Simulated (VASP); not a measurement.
# Sn in VASP: settings compared

Sn is run at these levels: PBE+D4, PBEsol, HF; tasks: relaxation of cell and atoms, single point.

Everything below comes from runs of VASP 6.6.1. Logs are shortened: lines on timing, memory, paths and dates and some standing lists are left out, and cuts for length are marked.

### Step 1. The cell of the first run

Symmetry: Fd-3m, No. 227, cubic system. The conventional cell has a = 6.467 Å, b = 6.467 Å, c = 6.467 Å, α = 90.00°, β = 90.00°, γ = 90.00°. Sn (site symmetry -43m) has 4 Sn at 2.80 Å within 3.7 Å.

This isn't the form of Sn at room conditions, which is tetragonal (white tin).

### Step 2. Relaxation of cell and atoms, PBE+D4

Input file INCAR:

```
SYSTEM = Sn
PREC = Accurate
ENCUT = 600
EDIFF = 1E-6
ISMEAR = -1
SIGMA = 0.05
LREAL = .False.
LASPH = .True.
NELM = 60
ALGO = Normal
ISIF = 3
LWAVE = .False.
LCHARG = .False.
GGA = PE
IVDW = 13
IBRION = 2
NSW = 60
EDIFFG = -0.01
```

Input file KPOINTS:

```
regular mesh
0
Gamma
  7 7 7
  0 0 0
```

Input file POSCAR:

```
Sn
1.0
    0.0000000000      3.2333428000      3.2333428000
    3.2333428000      0.0000000000      3.2333428000
    3.2333428000      3.2333428000      0.0000000000
Sn
2
Direct
    0.7500000000      0.7500000000      0.7500000000
    0.5000000000      0.5000000000      0.5000000000
```

Potentials or basis: VASP PAW PBE potentials, release 64 (Sn_d).

On the command line:

```
$ cat potpaw_PBE.64/Sn_d/POTCAR > POTCAR
$ mpirun -np 1 vasp_std > vasp.out
```

OUTCAR:

```text
SYSTEM = Sn
   PREC = Accurate
   ENCUT = 600
   EDIFF = 1E-6
   ISMEAR = -1
   LREAL = .False.
   LASPH = .True.
   NELM = 60
   ISIF = 3
   GGA = PE
   IVDW = 13
   IBRION = 2
   NSW = 60
   EDIFFG = -0.01

 ion  position               nearest neighbor table
   1  0.750  0.750  0.750-   2 2.80   2 2.80   2 2.80   2 2.80
   2  0.500  0.500  0.500-   1 2.80   1 2.80   1 2.80   1 2.80

  LATTYP: Found a face centered cubic cell.
 ALAT       =     6.4666856000

  Lattice vectors:

 A1 = (   0.0000000000,   3.2333428000,   3.2333428000)
 A2 = (   3.2333428000,   0.0000000000,   3.2333428000)
 A3 = (   3.2333428000,   3.2333428000,   0.0000000000)

Analysis of symmetry for initial positions (statically):
=====================================================================
 Subroutine PRICEL returns:
 Original cell was already a primitive cell.

 Routine SETGRP: Setting up the symmetry group for a
 face centered cubic supercell.

 Subroutine GETGRP returns: Found 48 space group operations
 (whereof 24 operations were pure point group operations)
 out of a pool of 48 trial point group operations.

The static configuration has the point symmetry T_d .
 The point group associated with its full space group is O_h .

Analysis of symmetry for dynamics (positions and initial velocities):
=====================================================================
 Subroutine PRICEL returns:
 Original cell was already a primitive cell.

 Routine SETGRP: Setting up the symmetry group for a
 face centered cubic supercell.

 Subroutine GETGRP returns: Found 48 space group operations
 (whereof 24 operations were pure point group operations)
 out of a pool of 48 trial point group operations.

The dynamic configuration has the point symmetry T_d .
 The point group associated with its full space group is O_h .

 Subroutine INISYM returns: Found 48 space group operations
 (whereof 24 operations are pure point group operations),
 and found     1 'primitive' translations

----------------------------------------------------------------------------------------

                                     Primitive cell

  volume of cell :      67.6060

  direct lattice vectors                    reciprocal lattice vectors
     0.000000000  3.233342800  3.233342800    -0.154638723  0.154638723  0.154638723
     3.233342800  0.000000000  3.233342800     0.154638723 -0.154638723  0.154638723
     3.233342800  3.233342800  0.000000000     0.154638723  0.154638723 -0.154638723

  length of vectors
[... 42 lines left out ...]
  0.428571  0.000000  0.000000      8.000000
  0.142857  0.142857  0.000000      6.000000
  0.285714  0.142857  0.000000     24.000000
[... 12 lines left out ...]
 -0.428571  0.428571  0.142857     24.000000
 -0.285714  0.428571  0.142857     24.000000
   k-points           NKPTS =     20   k-points in BZ     NKDIM =     20   number of bands    NBANDS=     18
   number of dos      NEDOS =    301   number of ions     NIONS =      2
   total plane-waves  NPLWV =  64000
   dimension x,y,z NGX =    40 NGY =   40 NGZ =   40
   dimension x,y,z NGXF=    80 NGYF=   80 NGZF=   80
   ions per type =               2
   NGX,Y,Z   is equivalent  to a cutoff of  14.54, 14.54, 14.54 a.u.
   NGXF,Y,Z  is equivalent  to a cutoff of  29.09, 29.09, 29.09 a.u.
 SYSTEM =  Sn
   PREC   = accura    normal or accurate (medium, high low for compatibility)
   ISTART =      0    job   : 0-new  1-cont  2-samecut
   ICHARG =      2    charge: 1-file 2-atom 10-const
   ISPIN  =      1    spin polarized calculation?
   LNONCOLLINEAR =      F non collinear calculations
   LSORBIT =      F    spin-orbit coupling
   LASPH  =      T    aspherical Exc in radial PAW
   ENCUT  =  600.0 eV  44.10 Ry    6.64 a.u.   9.13  9.13  9.13*2*pi/ulx,y,z
   NELM   =     60;   NELMIN=  2; NELMDL= -5     # of ELM steps
   EDIFF  = 0.1E-05   stopping-criterion for ELM
   LREAL  =      F    real-space projection
   EDIFFG = -.1E-01   stopping-criterion for IOM
   NSW    =     60    number of steps for IOM
   IBRION =      2    ionic relax: 0-MD 1-quasi-New 2-CG
   NFREE  =      1    steps in history (QN), initial steepest desc. (CG)
   ISIF   =      3    stress and relaxation
   ISYM   =      2    0-nonsym 1-usesym 2-fastsym
   POTIM  = 0.5000    time-step for ionic-motion
   TEBEG  =    0.0;   TEEND  =   0.0 temperature during run
   PSTRESS=    0.0 pullay stress
   NELECT =      28.0000    total number of electrons
   NUPDOWN=      -1.0000    fix difference up-down
   EMIN   =  10.00;   EMAX   =-10.00  energy-range for DOS
   EFERMI =   0.00;   METHOD = LEGACY
   ISMEAR =    -1;   SIGMA  =   0.05  broadening in eV -4-tet -1-fermi 0-gaus
   EFERMI_NEDOS =   21; number of points for ismear=-14 and -15
   IALGO  =     38    algorithm
   IMIX   =      4    mixing-type and parameters
     AMIX     =   0.40;   BMIX     =  1.00
     AMIX_MAG =   1.60;   BMIX_MAG =  1.00
  volume/ion in A,a.u.               =      33.80       228.11
  Fermi-wavevector in a.u.,A,eV,Ry     =   1.220298  2.306028 20.260793  1.489126
  Thomas-Fermi vector in A             =   2.355520
   LORBIT       =      0    0 simple, 1 ext, 2 COOP (PROOUT), +10 PAW based schemes
   GGA     = PE    functional components
   LHFCALC =     F    Hartree Fock is set to
   AEXX    =    0.0000 exact exchange contribution
   IVDW    =    13    specifies the selected vdW correction
   LEPSILON=     F    determine dielectric tensor
   LRPA    =     F    only Hartree local field effects (RPA)
 conjugate gradient relaxation of ions
 non-spin polarized calculation
  energy-cutoff  :      600.00
  volume of cell :       67.61
 maximum number of plane-waves:      2281
 NGX is ok and might be reduce to    40
   NGX = 19   NGY = 19   NGZ = 19

--------------------------------------- Ionic step        1  -------------------------------------------

 number of electron      28.0000005 magnetization

 Free energy of the ion-electron system (eV)
  ---------------------------------------------------
  ext. energy  EPLUGINS =         0.00000000
  ---------------------------------------------------
  free energy    TOTEN  =        -7.61112533 eV

  energy without entropy =       -7.60935383  energy(sigma->0) =       -7.61023958

------------------------ aborting loop because EDIFF is reached ----------------------------------------

  DFT-D4 for vdW energy calculation

  Edisp (eV):   -0.68592
[... 71 lines left out ...]
--------------------------------------- Ionic step        3  -------------------------------------------

 number of electron      28.0000000 magnetization

 Free energy of the ion-electron system (eV)
  ---------------------------------------------------
  ext. energy  EPLUGINS =         0.00000000
  ---------------------------------------------------
  free energy    TOTEN  =        -7.66266310 eV

  energy without entropy =       -7.66021778  energy(sigma->0) =       -7.66144044

 E-fermi :   5.2084     XC(G=0):  -8.7236

 val. band max:        5.0411969926   @ k =   0.1429   0.0000   0.0000
 cond. band min:       5.2485297642   @ k =   0.4286   0.0000   0.0000
 fundamental gap:      0.2073327716
 Fermi energy:         5.2084495131

 k-point     1 :       0.0000    0.0000    0.0000
  band No.  band energies     occupation
      1     -16.3300      2.00000
      2     -16.3300      2.00000
      3     -16.3300      2.00000
      4     -16.2751      2.00000
      5     -16.2751      2.00000
      6     -15.9930      2.00000
[... 442 lines left out ...]
  FREE ENERGIE OF THE ION-ELECTRON SYSTEM (eV)
  ---------------------------------------------------
  free  energy   TOTEN  =        -8.3158813773 eV

  energy  without entropy=       -8.3134360563  energy(sigma->0) =       -8.31465872

 reached required accuracy - stopping structural energy minimisation
```

OSZICAR:

```text
N       E                     dE             d eps       ncg     rms          rms(c)
DAV:   1     0.216554312053E+03    0.21655E+03   -0.16549E+04   720   0.249E+03
DAV:   2     0.132588804367E+02   -0.20330E+03   -0.20165E+03   722   0.473E+02
DAV:   3    -0.703838601132E+01   -0.20297E+02   -0.20168E+02   832   0.152E+02
[... 25 lines left out ...]
DAV:   4    -0.766269793434E+01    0.76016E-03   -0.19320E-03   778   0.567E-01    0.248E-02
DAV:   5    -0.766266219452E+01    0.35740E-04   -0.96908E-05  1018   0.102E-01    0.123E-02
DAV:   6    -0.766266131045E+01    0.88408E-06   -0.12532E-05   728   0.474E-02    0.583E-03
DAV:   7    -0.766266303944E+01   -0.17290E-05   -0.99841E-07   586   0.752E-03    0.100E-03
DAV:   8    -0.766266310143E+01   -0.61993E-07   -0.43529E-07   500   0.529E-03
   3 F= -.83158814E+01 E0= -.83146587E+01  d E =-.188407E-01
```

CONTCAR:

```text
Sn
   1.00000000000000
     0.0000000000000000    3.2820148095963879    3.2820148095963879
     3.2820148095963879    0.0000000000000000    3.2820148095963879
     3.2820148095963879    3.2820148095963879   -0.0000000000000000
  Sn
     2
Direct
     0.7500000000000000    0.7500000000000000    0.7500000000000000
     0.5000000000000000    0.5000000000000000    0.5000000000000000

  0.00000000E+00  0.00000000E+00  0.00000000E+00
  0.00000000E+00  0.00000000E+00  0.00000000E+00
```

It took 98 s on 1 thread of Intel Xeon 8259CL, shared host; peak memory 0.25 GiB.

What came out:

| Quantity | Value |
| --- | --- |
| Free energy | -8.3159 eV |
| Relaxed volume | 35.35 Å³/atom |
| Relaxed cell | a = 4.641 Å, b = 4.641 Å, c = 4.641 Å, α = 60.00°, β = 60.00°, γ = 60.00° |
| Space group after relaxing (to 0.1 Å) | Fd-3m (No. 227) |
| Energy gained by relaxing | 9.4 meV/atom |
| Ionic steps | 3 |
| Pressure after relaxing | 0.0 GPa |
| Band gap on the k mesh | zero (bands 14 and 15 overlap by 0.13 eV) |
| Dispersion energy per atom | -0.327 eV |

Step by step:
```
step  energy change (eV)  largest force (eV/Å)  pressure (GPa)  volume (Å³)
   1              0.0000                0.0000            2.04        67.61
   2             -0.0164                0.0000           -0.64        71.90
   3             -0.0188                0.0000            0.00        70.71
```

Final structure:
```
Sn
1.0
     0.00000    3.28201    3.28201
     3.28201    0.00000    3.28201
     3.28201    3.28201    0.00000
Sn
2
Direct
  0.75000 0.75000 0.75000
  0.50000 0.50000 0.50000
```

Levels at points of the mesh, in eV from the Fermi level:
```tsv
k point	band 11	band 12	band 13	band 14	band 15	band 16	band 17	band 18
(0.00, 0.00, 0.00)	-10.30	-0.79	0.17	0.17	0.17	2.23	2.23	2.23
```

Caveat: spin-orbit coupling is left out, which moves the levels of the heavy elements.

(Part 1 of 2 ends here.)
